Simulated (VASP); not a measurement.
# CdS (R3m) in VASP: single point with HSE06

Aim: the single point of CdS with HSE06.

Everything below comes from runs of VASP 6.6.1. Logs are shortened: lines on timing, memory, paths and dates and some standing lists are left out, and cuts for length are marked.

**1. The cell of the first run**

It takes space group R3m (No. 160, trigonal). Conventional cell: a = 4.157 Å, b = 4.157 Å, c = 10.339 Å, α = 90.00°, β = 90.00°, γ = 120.00°. Cd (site symmetry 3m) has 4 S at 2.56 Å within 3.4 Å. S (site symmetry 3m) has 4 Cd at 2.56 Å within 3.4 Å.

**2. Single point, HSE06 (strain along [111] +1.5%)**

POSCAR

```
CdS
1.0
    0.0301759390      2.9693907790      2.9693907790
    2.9693907790      0.0301759390      2.9693907790
    2.9693907790      2.9693907790      0.0301759390
Cd S
1 1
Direct
    0.0010770551      0.0010770551      0.0010770551
    0.2489229449      0.2489229449      0.2489229449
```

INCAR.step1

```
SYSTEM = CdS
PREC = Accurate
ENCUT = 520
EDIFF = 1E-5
ISMEAR = 0
SIGMA = 0.01
LREAL = .False.
LASPH = .True.
NELM = 60
ALGO = Normal
ISIF = 2
LWAVE = .True.
NBANDS = 16
GGA = PE
KPAR = 4
```

INCAR.step2

```
SYSTEM = CdS
PREC = Accurate
ENCUT = 520
EDIFF = 1E-6
ISMEAR = 0
SIGMA = 0.01
LREAL = .False.
LASPH = .True.
NELM = 60
ALGO = Normal
ISIF = 2
LWAVE = .False.
LCHARG = .True.
GGA = PE
LHFCALC = .True.
HFSCREEN = 0.2079
PRECFOCK = Normal
LVHAR = .True.
NBANDS = 16
ISTART = 1
KPAR = 4
```

KPOINTS

```
regular mesh
0
Gamma
  6 6 6
  0 0 0
```

Potentials or basis: VASP PAW PBE potentials, release 64 (Cd, S).

Launch:

```sh
$ cat potpaw_PBE.64/Cd/POTCAR potpaw_PBE.64/S/POTCAR > POTCAR
$ cp INCAR.step1 INCAR
$ mpirun -np 4 vasp_std > vasp.out
$ cp INCAR.step2 INCAR
$ mpirun -np 4 vasp_std > vasp.out
```

OUTCAR:

```text
SYSTEM = CdS
   PREC = Accurate
   ENCUT = 520
   EDIFF = 1E-6
   ISMEAR = 0
   LREAL = .False.
   LASPH = .True.
   NELM = 60
   ISIF = 2
   GGA = PE
   LHFCALC = .True.
   HFSCREEN = 0.2079
   PRECFOCK = Normal
   ISTART = 1

 ion  position               nearest neighbor table
   1  0.001  0.001  0.001-   2 2.56   2 2.56   2 2.56   2 2.56
   2  0.249  0.249  0.249-   1 2.56   1 2.56   1 2.56   1 2.56

  LATTYP: Found a trigonal (rhomboedric) cell.
 ALAT       =     4.1994611302
 COS(alpha) =     0.5101359917

  Lattice vectors:

 A1 = (   0.0301759390,   2.9693907790,   2.9693907790)
 A2 = (   2.9693907790,   0.0301759390,   2.9693907790)
 A3 = (   2.9693907790,   2.9693907790,   0.0301759390)

Analysis of symmetry for initial positions (statically):
=====================================================================
 Subroutine PRICEL returns:
 Original cell was already a primitive cell.

 Routine SETGRP: Setting up the symmetry group for a
 trigonal (rhombohedral) supercell.

 Subroutine GETGRP returns: Found  6 space group operations
 (whereof  6 operations were pure point group operations)
 out of a pool of 12 trial point group operations.

The static configuration has the point symmetry C_3v.

Analysis of symmetry for dynamics (positions and initial velocities):
=====================================================================
 Subroutine PRICEL returns:
 Original cell was already a primitive cell.

 Routine SETGRP: Setting up the symmetry group for a
 trigonal (rhombohedral) supercell.

 Subroutine GETGRP returns: Found  6 space group operations
 (whereof  6 operations were pure point group operations)
 out of a pool of 12 trial point group operations.

The dynamic configuration has the point symmetry C_3v.

 Subroutine INISYM returns: Found  6 space group operations
 (whereof  6 operations are pure point group operations),
 and found     1 'primitive' translations

----------------------------------------------------------------------------------------

                                     Primitive cell

  volume of cell :      51.5657

  direct lattice vectors                    reciprocal lattice vectors
     0.030175939  2.969390779  2.969390779    -0.170973463  0.169253453  0.169253453
     2.969390779  0.030175939  2.969390779     0.169253453 -0.170973463  0.169253453
     2.969390779  2.969390779  0.030175939     0.169253453  0.169253453 -0.170973463

  length of vectors
     4.199461130  4.199461130  4.199461130     0.294151981  0.294151981  0.294151981

  position of ions in fractional coordinates (direct lattice)
     0.001077055  0.001077055  0.001077055
     0.248922945  0.248922945  0.248922945

  ion indices of the primitive-cell ions
   primitive index   ion index
                 1           1
                 2           2

----------------------------------------------------------------------------------------

 KPOINTS: regular mesh

Automatic generation of k-mesh.
 Grid dimensions read from file:
 generate k-points for:    6    6    6

 Generating k-lattice:

  Cartesian coordinates                     Fractional coordinates (reciprocal lattice)
    -0.028495577  0.028208909  0.028208909     0.166666667  0.000000000  0.000000000
     0.028208909 -0.028495577  0.028208909     0.000000000  0.166666667  0.000000000
     0.028208909  0.028208909 -0.028495577     0.000000000  0.000000000  0.166666667

  Length of vectors
     0.049025330  0.049025330  0.049025330

  Shift w.r.t. Gamma in fractional coordinates (k-lattice)
     0.000000000  0.000000000  0.000000000

 Subroutine IBZKPT returns following result:
 ===========================================

 Found     32 irreducible k-points:

 Following reciprocal coordinates:
            Coordinates               Weight
  0.000000  0.000000  0.000000      1.000000
  0.166667  0.000000  0.000000      6.000000
  0.333333 -0.000000 -0.000000      6.000000
  0.500000  0.000000  0.000000      3.000000
  0.166667  0.166667  0.000000      6.000000
  0.333333  0.166667  0.000000     12.000000
[... 16 lines left out ...]
  0.500000  0.500000  0.166667      6.000000
 -0.333333  0.500000  0.166667     12.000000
 [... further k-points ...]
   k-points           NKPTS =     32   k-points in BZ     NKDIM =    216   number of bands    NBANDS=     16
   number of dos      NEDOS =    301   number of ions     NIONS =      2
   total plane-waves  NPLWV =  32768
   dimension x,y,z NGX =    32 NGY =   32 NGZ =   32
   dimension x,y,z NGXF=    64 NGYF=   64 NGZF=   64
   ions per type =               1   1
   NGX,Y,Z   is equivalent  to a cutoff of  12.67, 12.67, 12.67 a.u.
   NGXF,Y,Z  is equivalent  to a cutoff of  25.34, 25.34, 25.34 a.u.
 SYSTEM =  CdS
   PREC   = accura    normal or accurate (medium, high low for compatibility)
   ISTART =      1    job   : 0-new  1-cont  2-samecut
   ICHARG =      0    charge: 1-file 2-atom 10-const
   ISPIN  =      1    spin polarized calculation?
   LNONCOLLINEAR =      F non collinear calculations
   LSORBIT =      F    spin-orbit coupling
   LASPH  =      T    aspherical Exc in radial PAW
   ENCUT  =  520.0 eV  38.22 Ry    6.18 a.u.   7.81  7.81  7.81*2*pi/ulx,y,z
   NELM   =     60;   NELMIN=  2; NELMDL=  0     # of ELM steps
   EDIFF  = 0.1E-05   stopping-criterion for ELM
   LREAL  =      F    real-space projection
   EDIFFG = 0.1E-04   stopping-criterion for IOM
   NSW    =      0    number of steps for IOM
   IBRION =     -1    ionic relax: 0-MD 1-quasi-New 2-CG
   NFREE  =      0    steps in history (QN), initial steepest desc. (CG)
   ISIF   =      2    stress and relaxation
   ISYM   =      3    0-nonsym 1-usesym 2-fastsym
   POTIM  = 0.5000    time-step for ionic-motion
   TEBEG  =    0.0;   TEEND  =   0.0 temperature during run
   PSTRESS=    0.0 pullay stress
   NELECT =      18.0000    total number of electrons
   NUPDOWN=      -1.0000    fix difference up-down
   EMIN   =  10.00;   EMAX   =-10.00  energy-range for DOS
   EFERMI =   0.00;   METHOD = LEGACY
   ISMEAR =     0;   SIGMA  =   0.01  broadening in eV -4-tet -1-fermi 0-gaus
   EFERMI_NEDOS =   21; number of points for ismear=-14 and -15
   IALGO  =     38    algorithm
   IMIX   =      1    mixing-type and parameters
     AMIX     =   0.40;   BMIX     =  1.00
     AMIX_MAG =   1.60;   BMIX_MAG =  1.00
  volume/ion in A,a.u.               =      25.78       173.99
  Fermi-wavevector in a.u.,A,eV,Ry     =   1.152688  2.178265 18.077935  1.328691
  Thomas-Fermi vector in A             =   2.289338
   LORBIT       =      0    0 simple, 1 ext, 2 COOP (PROOUT), +10 PAW based schemes
   GGA     = PE    functional components
   LHFCALC =     T    Hartree Fock is set to
   PRECFOCK=normal    Normal, Fast or Accurate (Low or Medium for compatibility)
   ENCUT4O =  -1.0   cutoff for four orbital integrals eV
   NKREDX  =     1    reduce k-point grid by
   NKREDY  =     1    reduce k-point grid by
   NKREDZ  =     1    reduce k-point grid by
   AEXX    =    0.2500 exact exchange contribution
   HFSCREEN=    0.2079 screening length (either q_TF or 0.3 A-1)
   HFSCREENC=   0.2079 screening length for correlation (either q_TF or 0.3 A-1)
   ENCUTFOCK=  -1.0 apply spherical cutoff to Coloumb kernel
   IVDW    =     0    specifies the selected vdW correction
   LEPSILON=     F    determine dielectric tensor
   LRPA    =     F    only Hartree local field effects (RPA)
 non-spin polarized calculation
 Gauss-broadening in eV      SIGMA  =   0.01
  energy-cutoff  :      520.00
  volume of cell :       51.57
 maximum number of plane-waves:      1405
  NGX = 24; NGY = 24; NGZ = 24

 number of electron      18.0000003 magnetization

 Free energy of the ion-electron system (eV)
  ---------------------------------------------------
  ext. energy  EPLUGINS =         0.00000000
  ---------------------------------------------------
  free energy    TOTEN  =        -7.61941533 eV

  energy without entropy =       -7.61941533  energy(sigma->0) =       -7.61941533

 E-fermi :   0.4338     XC(G=0):  -7.4521

 val. band max:        0.3678951602   @ k =   0.0000   0.0000   0.0000
 cond. band min:       2.4155262931   @ k =   0.0000   0.0000   0.0000
 fundamental gap:      2.0476311329
 Fermi energy:         0.4338276473

 k-point     1 :       0.0000    0.0000    0.0000
  band No.  band energies     occupation
      1     -12.9716      2.00000
      2      -8.3916      2.00000
      3      -8.3850      2.00000
      4      -8.3850      2.00000
      5      -7.9552      2.00000
      6      -7.9552      2.00000
[... 8 lines left out ...]
     15      13.0653      0.00000
     16      13.0653      0.00000

 k-point     2 :       0.1667    0.0000    0.0000
  band No.  band energies     occupation
      1     -12.8659      2.00000
      2      -8.3565      2.00000
      3      -8.3514      2.00000
      4      -8.2758      2.00000
      5      -7.9566      2.00000
      6      -7.9552      2.00000
[... 8 lines left out ...]
     15      12.2341      0.00000
     16      13.2190      0.00000

 k-point     3 :       0.3333   -0.0000   -0.0000
  band No.  band energies     occupation
      1     -12.6560      2.00000
      2      -8.2989      2.00000
      3      -8.2966      2.00000
      4      -7.9447      2.00000
      5      -7.9392      2.00000
      6      -7.9042      2.00000
[... 8 lines left out ...]
     15      12.5601      0.00000
     16      12.7567      0.00000

 k-point     4 :       0.5000    0.0000    0.0000
  band No.  band energies     occupation
      1     -12.5532      2.00000
      2      -8.2784      2.00000
      3      -8.2777      2.00000
      4      -7.9275      2.00000
      5      -7.9208      2.00000
      6      -7.5668      2.00000
[... 8 lines left out ...]
     15      14.0735      0.00000
     16      14.3552      0.00000

 k-point     5 :       0.1667    0.1667    0.0000
  band No.  band energies     occupation
      1     -12.8322      2.00000
      2      -8.3208      2.00000
      3      -8.3173      2.00000
      4      -8.2896      2.00000
      5      -7.9750      2.00000
      6      -7.9370      2.00000
[... 8 lines left out ...]
     15      13.2683      0.00000
     16      14.8874      0.00000

 k-point     6 :       0.3333    0.1667    0.0000
  band No.  band energies     occupation
      1     -12.6590      2.00000
      2      -8.2785      2.00000
      3      -8.2531      2.00000
      4      -8.0746      2.00000
      5      -7.9218      2.00000
      6      -7.9106      2.00000
[... 8 lines left out ...]
     15      13.4648      0.00000
     16      14.4389      0.00000
[... 267 lines left out ...]
 k-point    21 :      -0.3333    0.3333    0.1667
  band No.  band energies     occupation
      1     -12.4613      2.00000
      2      -8.2097      2.00000
      3      -8.1752      2.00000
      4      -7.9923      2.00000
      5      -7.9378      2.00000
      6      -7.4004      2.00000
[... 8 lines left out ...]
     15      14.0691      0.00000
     16      15.1349      0.00000

 k-point    22 :      -0.1667    0.3333    0.1667
  band No.  band energies     occupation
      1     -12.5242      2.00000
      2      -8.2189      2.00000
      3      -8.2042      2.00000
      4      -8.0333      2.00000
      5      -7.9206      2.00000
      6      -7.6298      2.00000
[... 8 lines left out ...]
     15      14.6772      0.00000
     16      14.9783      0.00000

 k-point    23 :       0.5000    0.5000    0.1667
  band No.  band energies     occupation
      1     -12.4636      2.00000
      2      -8.1840      2.00000
      3      -8.1275      2.00000
      4      -8.0694      2.00000
      5      -7.9009      2.00000
      6      -7.5164      2.00000
[... 8 lines left out ...]
     15      14.3682      0.00000
     16      15.2258      0.00000

 k-point    24 :      -0.3333    0.5000    0.1667
  band No.  band energies     occupation
      1     -12.4304      2.00000
      2      -8.1658      2.00000
      3      -8.1482      2.00000
      4      -8.0267      2.00000
      5      -7.9188      2.00000
      6      -7.3715      2.00000
[... 8 lines left out ...]
     15      14.8566      0.00000
     16      14.8899      0.00000

 [... further k-points ...]
[... 5 lines left out ...]
  --------------------------------------------------------------------------------------
  -------------------------------------------------------------------------------------
  Total       -0.1340707     -0.1340707     -0.1340707     -0.0901442     -0.0901442     -0.0901442
  in kB       -4.1656543     -4.1656543     -4.1656543     -2.8008320     -2.8008320     -2.8008320
  external PRESSURE =      -4.1656543 kB  Pullay stress =       0.0000000 kB

 VOLUME and BASIS-vectors are now :
 -----------------------------------------------------------------------------
  energy-cutoff  :      520.00
  volume of cell :       51.57
      direct lattice vectors                 reciprocal lattice vectors
     0.030175939  2.969390779  2.969390779    -0.170973463  0.169253453  0.169253453
     2.969390779  0.030175939  2.969390779     0.169253453 -0.170973463  0.169253453
     2.969390779  2.969390779  0.030175939     0.169253453  0.169253453 -0.170973463

 POSITION                                       TOTAL-FORCE (eV/Angst)
 -----------------------------------------------------------------------------------
      0.00643      0.00643      0.00643        -0.002346     -0.002346     -0.002346
      1.48581      1.48581      1.48581         0.002346      0.002346      0.002346
 -----------------------------------------------------------------------------------
    total drift:                                0.000088      0.000085      0.000116

  FREE ENERGIE OF THE ION-ELECTRON SYSTEM (eV)
  ---------------------------------------------------
  free  energy   TOTEN  =        -7.6194153296 eV

  energy  without entropy=       -7.6194153296  energy(sigma->0) =       -7.61941533
```

Run time: 35 min. Hardware: 4 MPI ranks of Oxide Virtual Turin-like, shared host; peak memory 0.28 GiB.

What came out:

| Property | Result |
| --- | --- |
| Free energy | -7.6194 eV |
| Pressure | -0.4 GPa |
| Largest force | 0.004 eV/Å |
| Band gap on the k mesh | 2.05 eV |

Forces in eV/Å, atoms in the order of the input:
```
Cd  -0.002 -0.002 -0.002
S    0.002  0.002  0.002
```

Caveat: the cell differs from its parent crystal (strain along [111] +1.5%); the structure was generated, so it needn't be the stable form of CdS; the PAW data sets were made with another functional, which shifts forces and pressure a little.
